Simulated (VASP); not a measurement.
# Ga3Se2 (P-3m1) in VASP: notebook

The runs below take Ga3Se2 through single point, with PBE.

All numbers are computed with VASP 6.6.1; they aren't measurements. Logs are shortened: lines on timing, memory, paths and dates and some standing lists are left out, and cuts for length are marked.

## (1) The cell of the first run

The structure is trigonal, space group P-3m1 (No. 164). Conventional cell: a = 4.239 Å, b = 4.239 Å, c = 6.595 Å, α = 90.00°, β = 90.00°, γ = 120.00°. Ga (site symmetry -3m) has 6 Se at 2.93 Å and 6 Ga at 3.39 Å within 3.9 Å. Ga (site symmetry 3m) has 4 Se at 2.55 to 2.64 Å and 6 Ga at 3.11 to 3.39 Å within 3.4 Å. Within 3.4 Å of Se (site symmetry 3m) lie 7 Ga at 2.55 to 2.93 Å.

## (2) Single point, PBE

INCAR

```
SYSTEM = Ga3Se2
PREC = Accurate
ENCUT = 520
EDIFF = 1E-6
ISMEAR = 0
SIGMA = 0.1
LREAL = .False.
LASPH = .True.
NELM = 60
ALGO = Normal
ISIF = 2
LWAVE = .False.
LCHARG = .False.
GGA = PE
NBANDS = 34
```

KPOINTS

```
regular mesh
0
Gamma
  6 6 4
  0 0 0
```

POSCAR

```
Ga3Se2
1.0
    4.2391557175      0.0000000000      0.0000000000
   -2.1195778587      3.6712165419      0.0000000000
    0.0000000000      0.0000000000      6.5954377026
Ga Se
3 2
Direct
    0.0000000000      0.0000000000      0.0000000000
    0.3333333333      0.6666666667      0.6450000000
    0.6666666667      0.3333333333      0.3550000000
    0.3333333333      0.6666666667      0.2450000000
    0.6666666667      0.3333333333      0.7550000000
```

Potentials or basis: VASP PAW PBE potentials, release 64 (Ga_d, Se).

On the command line:

```bash
cat potpaw_PBE.64/Ga_d/POTCAR potpaw_PBE.64/Se/POTCAR > POTCAR
mpirun -np 1 vasp_std > vasp.out
```

OUTCAR:

```text
SYSTEM = Ga3Se2
   PREC = Accurate
   ENCUT = 520
   EDIFF = 1E-6
   ISMEAR = 0
   LREAL = .False.
   LASPH = .True.
   NELM = 60
   ISIF = 2
   GGA = PE

 ion  position               nearest neighbor table
   1  0.000  0.000  0.000-
   2  0.333  0.667  0.645-   5 2.55   5 2.55   5 2.55   4 2.64
   3  0.667  0.333  0.355-   4 2.55   4 2.55   4 2.55   5 2.64
   4  0.333  0.667  0.245-   3 2.55   3 2.55   3 2.55   2 2.64
   5  0.667  0.333  0.755-   2 2.55   2 2.55   2 2.55   3 2.64

  LATTYP: Found a hexagonal cell.
 ALAT       =     4.2391557175
 C/A-ratio  =     1.5558375634

  Lattice vectors:

 A1 = (   4.2391557175,   0.0000000000,   0.0000000000)
 A2 = (  -2.1195778587,   3.6712165419,   0.0000000000)
 A3 = (   0.0000000000,   0.0000000000,   6.5954377026)

Analysis of symmetry for initial positions (statically):
=====================================================================
 Subroutine PRICEL returns:
 Original cell was already a primitive cell.

 Routine SETGRP: Setting up the symmetry group for a
 hexagonal supercell.

 Subroutine GETGRP returns: Found 12 space group operations
 (whereof 12 operations were pure point group operations)
 out of a pool of 24 trial point group operations.

The static configuration has the point symmetry D_3d.

Analysis of symmetry for dynamics (positions and initial velocities):
=====================================================================
 Subroutine PRICEL returns:
 Original cell was already a primitive cell.

 Routine SETGRP: Setting up the symmetry group for a
 hexagonal supercell.

 Subroutine GETGRP returns: Found 12 space group operations
 (whereof 12 operations were pure point group operations)
 out of a pool of 24 trial point group operations.

The dynamic configuration has the point symmetry D_3d.

 Subroutine INISYM returns: Found 12 space group operations
 (whereof 12 operations are pure point group operations),
 and found     1 'primitive' translations

----------------------------------------------------------------------------------------

                                     Primitive cell

  volume of cell :     102.6439

  direct lattice vectors                    reciprocal lattice vectors
     4.239155718  0.000000000  0.000000000     0.235896029  0.136194636  0.000000000
    -2.119577859  3.671216542  0.000000000     0.000000000  0.272389272  0.000000000
     0.000000000  0.000000000  6.595437703     0.000000000  0.000000000  0.151619960

  length of vectors
     4.239155718  4.239155717  6.595437703     0.272389272  0.272389272  0.151619960

  position of ions in fractional coordinates (direct lattice)
     0.000000000  0.000000000  0.000000000
     0.333333333  0.666666667  0.645000000
     0.666666667  0.333333333  0.355000000
     0.333333333  0.666666667  0.245000000
     0.666666667  0.333333333  0.755000000

  ion indices of the primitive-cell ions
   primitive index   ion index
                 1           1
                 2           2
                 3           3
                 4           4
                 5           5

----------------------------------------------------------------------------------------

 KPOINTS: regular mesh

Automatic generation of k-mesh.
 Grid dimensions read from file:
 generate k-points for:    6    6    4

 Generating k-lattice:

  Cartesian coordinates                     Fractional coordinates (reciprocal lattice)
     0.039316005  0.022699106  0.000000000     0.166666667  0.000000000  0.000000000
     0.000000000  0.045398212  0.000000000     0.000000000  0.166666667  0.000000000
     0.000000000  0.000000000  0.037904990     0.000000000  0.000000000  0.250000000

  Length of vectors
     0.045398212  0.045398212  0.037904990

  Shift w.r.t. Gamma in fractional coordinates (k-lattice)
     0.000000000  0.000000000  0.000000000

 Subroutine IBZKPT returns following result:
 ===========================================

 Found     24 irreducible k-points:

 Following reciprocal coordinates:
            Coordinates               Weight
  0.000000  0.000000  0.000000      1.000000
  0.166667  0.000000  0.000000      6.000000
  0.333333  0.000000  0.000000      6.000000
  0.500000  0.000000  0.000000      3.000000
  0.166667  0.166667  0.000000      6.000000
  0.333333  0.166667  0.000000     12.000000
[... 16 lines left out ...]
  0.333333  0.166667  0.500000     12.000000
  0.333333  0.333333  0.500000      2.000000
   k-points           NKPTS =     24   k-points in BZ     NKDIM =     24   number of bands    NBANDS=     34
   number of dos      NEDOS =    301   number of ions     NIONS =      5
   total plane-waves  NPLWV =  51200
   dimension x,y,z NGX =    32 NGY =   32 NGZ =   50
   dimension x,y,z NGXF=    64 NGYF=   64 NGZF=  100
   ions per type =               3   2
   NGX,Y,Z   is equivalent  to a cutoff of  12.55, 12.55, 12.60 a.u.
   NGXF,Y,Z  is equivalent  to a cutoff of  25.10, 25.10, 25.21 a.u.
 SYSTEM =  Ga3Se2
   PREC   = accura    normal or accurate (medium, high low for compatibility)
   ISTART =      0    job   : 0-new  1-cont  2-samecut
   ICHARG =      2    charge: 1-file 2-atom 10-const
   ISPIN  =      1    spin polarized calculation?
   LNONCOLLINEAR =      F non collinear calculations
   LSORBIT =      F    spin-orbit coupling
   LASPH  =      T    aspherical Exc in radial PAW
   ENCUT  =  520.0 eV  38.22 Ry    6.18 a.u.   7.88  7.88 12.26*2*pi/ulx,y,z
   NELM   =     60;   NELMIN=  2; NELMDL= -5     # of ELM steps
   EDIFF  = 0.1E-05   stopping-criterion for ELM
   LREAL  =      F    real-space projection
   EDIFFG = 0.1E-04   stopping-criterion for IOM
   NSW    =      0    number of steps for IOM
   IBRION =     -1    ionic relax: 0-MD 1-quasi-New 2-CG
   NFREE  =      0    steps in history (QN), initial steepest desc. (CG)
   ISIF   =      2    stress and relaxation
   ISYM   =      2    0-nonsym 1-usesym 2-fastsym
   POTIM  = 0.5000    time-step for ionic-motion
   TEBEG  =    0.0;   TEEND  =   0.0 temperature during run
   PSTRESS=    0.0 pullay stress
   NELECT =      51.0000    total number of electrons
   NUPDOWN=      -1.0000    fix difference up-down
   EMIN   =  10.00;   EMAX   =-10.00  energy-range for DOS
   EFERMI =   0.00;   METHOD = LEGACY
   ISMEAR =     0;   SIGMA  =   0.10  broadening in eV -4-tet -1-fermi 0-gaus
   EFERMI_NEDOS =   21; number of points for ismear=-14 and -15
   IALGO  =     38    algorithm
   IMIX   =      4    mixing-type and parameters
     AMIX     =   0.40;   BMIX     =  1.00
     AMIX_MAG =   1.60;   BMIX_MAG =  1.00
  volume/ion in A,a.u.               =      20.53       138.53
  Fermi-wavevector in a.u.,A,eV,Ry     =   1.296643  2.450301 22.875259  1.681284
  Thomas-Fermi vector in A             =   2.428087
   LORBIT       =      0    0 simple, 1 ext, 2 COOP (PROOUT), +10 PAW based schemes
   GGA     = PE    functional components
   LHFCALC =     F    Hartree Fock is set to
   AEXX    =    0.0000 exact exchange contribution
   IVDW    =     0    specifies the selected vdW correction
   LEPSILON=     F    determine dielectric tensor
   LRPA    =     F    only Hartree local field effects (RPA)
 non-spin polarized calculation
 Gauss-broadening in eV      SIGMA  =   0.10
  energy-cutoff  :      520.00
  volume of cell :      102.64
 maximum number of plane-waves:      2792
   NGX = 15   NGY = 15   NGZ = 25

 number of electron      51.0000002 magnetization

 Free energy of the ion-electron system (eV)
  ---------------------------------------------------
  ext. energy  EPLUGINS =         0.00000000
  ---------------------------------------------------
  free energy    TOTEN  =       -15.41310317 eV

  energy without entropy =      -15.40166283  energy(sigma->0) =      -15.40738300

 E-fermi :   5.7347     XC(G=0): -10.3237

 val. band max:        5.7088531134   @ k =   0.3333   0.1667   0.2500
 cond. band min:       5.8454307676   @ k =  -0.1667   0.5000   0.2500
 fundamental gap:      0.1365776542
 Fermi energy:         5.7346858825

 k-point     1 :       0.0000    0.0000    0.0000
  band No.  band energies     occupation
      1      -9.9728      2.00000
      2      -9.8155      2.00000
      3      -9.6621      2.00000
      4      -9.6621      2.00000
      5      -9.6601      2.00000
      6      -9.6601      2.00000
[... 26 lines left out ...]
     33      10.3802      0.00000
     34      10.3802      0.00000

 k-point     2 :       0.1667    0.0000    0.0000
  band No.  band energies     occupation
      1      -9.9766      2.00000
      2      -9.8704      2.00000
      3      -9.6580      2.00000
      4      -9.6502      2.00000
      5      -9.6494      2.00000
      6      -9.5979      2.00000
[... 26 lines left out ...]
     33      10.0177      0.00000
     34      10.2329      0.00000

 k-point     3 :       0.3333    0.0000    0.0000
  band No.  band energies     occupation
      1      -9.9918      2.00000
      2      -9.9034      2.00000
      3      -9.6451      2.00000
      4      -9.6307      2.00000
      5      -9.6282      2.00000
      6      -9.6021      2.00000
[... 26 lines left out ...]
     33      10.5402      0.00000
     34      11.5173      0.00000

 k-point     4 :       0.5000    0.0000    0.0000
  band No.  band energies     occupation
      1     -10.0033      2.00000
      2      -9.9095      2.00000
      3      -9.6403      2.00000
      4      -9.6212      2.00000
      5      -9.6110      2.00000
      6      -9.6043      2.00000
[... 26 lines left out ...]
     33      11.5940      0.00000
     34      12.3111      0.00000

 k-point     5 :       0.1667    0.1667    0.0000
  band No.  band energies     occupation
      1      -9.9819      2.00000
      2      -9.9054      2.00000
      3      -9.6488      2.00000
      4      -9.6329      2.00000
      5      -9.6323      2.00000
      6      -9.6043      2.00000
[... 621 lines left out ...]
 k-point    22 :       0.1667    0.1667    0.5000
  band No.  band energies     occupation
      1      -9.9856      2.00000
      2      -9.8802      2.00000
      3      -9.6470      2.00000
      4      -9.6362      2.00000
      5      -9.6334      2.00000
      6      -9.6046      2.00000
[... 26 lines left out ...]
     33      10.3245      0.00000
     34      11.3900      0.00000

 k-point    23 :       0.3333    0.1667    0.5000
  band No.  band energies     occupation
      1      -9.9668      2.00000
      2      -9.9316      2.00000
      3      -9.6439      2.00000
      4      -9.6190      2.00000
      5      -9.6144      2.00000
      6      -9.6042      2.00000
[... 26 lines left out ...]
     33      11.7506      0.00000
     34      11.8285      0.00000

 k-point    24 :       0.3333    0.3333    0.5000
  band No.  band energies     occupation
      1      -9.9521      2.00000
      2      -9.9521      2.00000
      3      -9.6428      2.00000
      4      -9.6217      2.00000
      5      -9.5999      2.00000
      6      -9.5999      2.00000
[... 26 lines left out ...]
     33      11.3077      0.00000
     34      12.2273      0.00000

------------------------ aborting loop because EDIFF is reached ----------------------------------------

  FORCE on cell =-STRESS in cart. coord.  units (eV):
  Direction    XX          YY          ZZ          XY          YZ          ZX
  --------------------------------------------------------------------------------------
  -------------------------------------------------------------------------------------
  Total        9.8567612      9.8567612      5.4584961      0.0000000      0.0000000     -0.0000000
  in kB      153.8550738    153.8550738     85.2021570      0.0000000      0.0000000     -0.0000000
  external PRESSURE =     130.9707682 kB  Pullay stress =       0.0000000 kB

 VOLUME and BASIS-vectors are now :
 -----------------------------------------------------------------------------
  energy-cutoff  :      520.00
  volume of cell :      102.64
      direct lattice vectors                 reciprocal lattice vectors
     4.239155718  0.000000000  0.000000000     0.235896029  0.136194636  0.000000000
    -2.119577859  3.671216542  0.000000000     0.000000000  0.272389272  0.000000000
     0.000000000  0.000000000  6.595437703     0.000000000  0.000000000  0.151619960

 POSITION                                       TOTAL-FORCE (eV/Angst)
 -----------------------------------------------------------------------------------
      0.00000      0.00000      0.00000         0.000000      0.000000      0.000000
     -0.00000      2.44748      4.25406        -0.000000      0.000000      0.261443
      2.11958      1.22374      2.34138         0.000000     -0.000000     -0.261443
     -0.00000      2.44748      1.61588         0.000000      0.000000     -0.741920
      2.11958      1.22374      4.97956        -0.000000     -0.000000      0.741920
 -----------------------------------------------------------------------------------
    total drift:                               -0.000000      0.000000      0.000000

  FREE ENERGIE OF THE ION-ELECTRON SYSTEM (eV)
  ---------------------------------------------------
  free  energy   TOTEN  =       -15.4131031679 eV

  energy  without entropy=      -15.4016628262  energy(sigma->0) =      -15.40738300
```

It took 2.2 min on 1 thread of Intel Xeon 8259CL, shared host; peak memory 0.25 GiB.

What came out:

| Property | Result |
| --- | --- |
| Free energy | -15.4131 eV |
| Pressure | 13.1 GPa |
| Largest force | 0.742 eV/Å |
| Band gap on the k mesh | zero (an odd number of electrons rules out a gap without spin polarisation) |

Forces on the atoms (eV/Å):
```
Ga   0.000  0.000  0.000
Ga   0.000  0.000  0.261
Ga   0.000  0.000 -0.261
Se   0.000  0.000 -0.742
Se   0.000  0.000  0.742
```

Stress tensor (GPa, compression positive):
```
15.39  0.00  0.00
 0.00 15.39  0.00
 0.00  0.00  8.52
```

Caveat: the cell stands under pressure.

## (3) Single point, PBE

This run uses another cell than the first one, of 24.72 Å³/atom.

INCAR

```
SYSTEM = Ga3Se2
  PREC = Accurate
  ENCUT = 520
  EDIFF = 1E-7
  ISMEAR = 0
  SIGMA = 0.1
  LREAL = .FALSE.
  LASPH = .TRUE.
  NELM = 60
  ALGO = Normal
  ISIF = 2
  LWAVE = .FALSE.
  LCHARG = .TRUE.
  GGA = PE
  LELF = .TRUE.
  LVHAR = .TRUE.
  NBANDS = 34
```

KPOINTS

```
regular mesh
0
G
  6 6 4
  0 0 0
```

POSCAR

```
Ga3Se2
1.0
    4.8001290788      0.0000000000      0.0000000000
   -2.4000645394      4.1570337237      0.0000000000
    0.0000000000      0.0000000000      6.1951606445
Ga Se
3 2
Direct
    0.0000000000      0.0000000000      0.0000000000
    0.3333333333      0.6666666667      0.6863288157
    0.6666666667      0.3333333333      0.3136711843
    0.3333333333      0.6666666667      0.2492846169
    0.6666666667      0.3333333333      0.7507153831
```

Potentials or basis: VASP PAW PBE potentials, release 64 (Ga_d, Se).

On the command line:

```bash
cat potpaw_PBE.64/Ga_d/POTCAR potpaw_PBE.64/Se/POTCAR > POTCAR
mpirun -np 1 vasp_std > vasp.out
```

Wall time 2.5 min (1 thread of Intel Xeon 8259CL, shared host); peak memory 0.28 GiB.

Results (log left out):

| Quantity | Value |
| --- | --- |
| Free energy | -16.5791 eV |
| Pressure | 0.0 GPa |
| Largest force | 0.017 eV/Å |
| Band gap on the k mesh | zero (an odd number of electrons rules out a gap without spin polarisation) |

Forces in eV/Å, atoms in the order of the input:
```
Ga   0.000  0.000  0.000
Ga   0.000  0.000  0.017
Ga   0.000  0.000 -0.017
Se   0.000  0.000 -0.005
Se   0.000  0.000  0.005
```

Stress tensor (GPa, compression positive):
```
-0.04  0.00  0.00
 0.00 -0.04  0.00
 0.00  0.00  0.22
```

Levels at points of the mesh, in eV from the Fermi level:
```
           k point  band 22  band 23  band 24  band 25  band 26  band 27  band 28  band 29  band 30  band 31
(0.00, 0.00, 0.00)    -3.39    -2.51    -2.51    -1.75    -0.66     0.79     0.79     2.75     2.94     2.94
(0.50, 0.00, 0.00)    -4.35    -2.68    -2.55    -0.89    -0.16     2.36     2.69     3.23     4.08     4.88
(0.00, 0.00, 0.50)    -2.72    -2.72    -2.57    -1.68    -1.16     0.53     0.53     2.13     2.13     3.11
(0.50, 0.00, 0.50)    -3.65    -2.72    -2.06    -0.76     0.69     1.31     2.30     3.11     3.30     4.38
```
